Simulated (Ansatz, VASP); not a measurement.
## One calculation of Ir, two programs

```
Ir
1.0
     0.00000    1.91540    1.91540
     1.91540    0.00000    1.91540
     1.91540    1.91540    0.00000
Ir
1
Cartesian
  0.0000 0.0000 0.0000
```

Alike in both runs: functional PBEsol; k mesh 20 × 20 × 20; occupations fermi-dirac, width 0.1 eV; no spin polarisation.

Ansatz relaxed the structure, and its values are those at the end. VASP's run is a single point on that final structure, the one shown.

```csv
,VASP,Ansatz
version,VASP 6.6.1,Ansatz 0.2.0
potentials or method,"VASP PAW PBE potentials, release 64 (Ir_sv_GW)","PAW with Ansatz's default frozen-core files, scalar-relativistic"
plane-wave cutoff (eV),560,420
valence electrons in the cell,17,17
```

|  | VASP | Ansatz | Ansatz less VASP |
| --- | --- | --- | --- |
| pressure (GPa) | -1.9 | 0.0 | +1.91 |

VASP's potentials were made for PBE, not for PBEsol. The functional is the same, so the differences come from potentials, cutoffs and numerics.

Neither program's run includes spin-orbit coupling.
